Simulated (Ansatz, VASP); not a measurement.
Li2O in VASP and in Ansatz

The input INCAR:

```
SYSTEM = Li2O
  ALGO = Normal
  EDIFF = 1E-6
  ENCUT = 750
  GGA = PS
  GGA_COMPAT = .FALSE.
  ISIF = 2
  ISMEAR = 0
  LASPH = .TRUE.
  LCHARG = .FALSE.
  LREAL = .FALSE.
  LWAVE = .FALSE.
  NBANDS = 13
  NELM = 120
  PREC = Accurate
  SIGMA = 0.01
```

KPOINTS

```
k-points
0
G
  8 8 8
  0 0 0
```

The input POSCAR:

```
Li2O
1.0
    2.2899337542      2.2899337542      0.0000000000
   -2.2899337542      2.2899337542      0.0000000000
    0.0000000000      2.2899337542      2.2899337542
Li O
2 1
Direct
    0.2500000000      0.7500000000      0.5000000000
    0.7500000000      0.2500000000      0.5000000000
    0.0000000000      0.0000000000      0.0000000000
```

Input for Ansatz:

```yaml
crystal:
  lattice:
    - [2.28993375416, 2.28993375416, 0.0]
    - [-2.28993375416, 2.28993375416, 0.0]
    - [0.0, 2.28993375416, 2.28993375416]
  atoms:
    - { symbol: Li, position: [0.25, 0.75, 0.5] }
    - { symbol: Li, position: [0.75, 0.25, 0.5] }
    - { symbol: O, position: [0.0, 0.0, 0.0] }
kpoints:
  mp_grid: { grid: [8, 8, 8] }
scf:
  occupations: { method: fixed }
hamiltonian:
  xc: pbesol
  pseudopotentials: { kind: all_electron, lapw: { basis_error: 0.001 } }
output:
  forces: true
  stress: true
  eigenvalues: true
  eigenstates:
    nscf_kmesh: { grid: [12, 12, 12] }
    de_dk: true
    e_range: [-9, 14.87889249329]
checkpoint:
  write: ck
  write_wavefunctions: false
```

Alike in both runs: task single point; functional PBEsol; k mesh 8 × 8 × 8; no spin polarisation.

|  | VASP | Ansatz |
| --- | --- | --- |
| version | VASP 6.6.1 | Ansatz 0.2.0 |
| potentials or method | VASP PAW PBE potentials, release 64 (Li_sv, O), cutoff 750 eV | all-electron LAPW, scalar-relativistic |
| occupations | gaussian, width 0.01 eV | fixed |

```tsv
	VASP	Ansatz	Ansatz less VASP
gap on the k mesh at the Fermi level (eV)	4.87	4.88	+0.008
pressure (GPa)	0.1	-0.1	-0.22
```

VASP's potentials were made for PBE, not for PBEsol. Ansatz ran all-electron here, and VASP with PAW potentials.
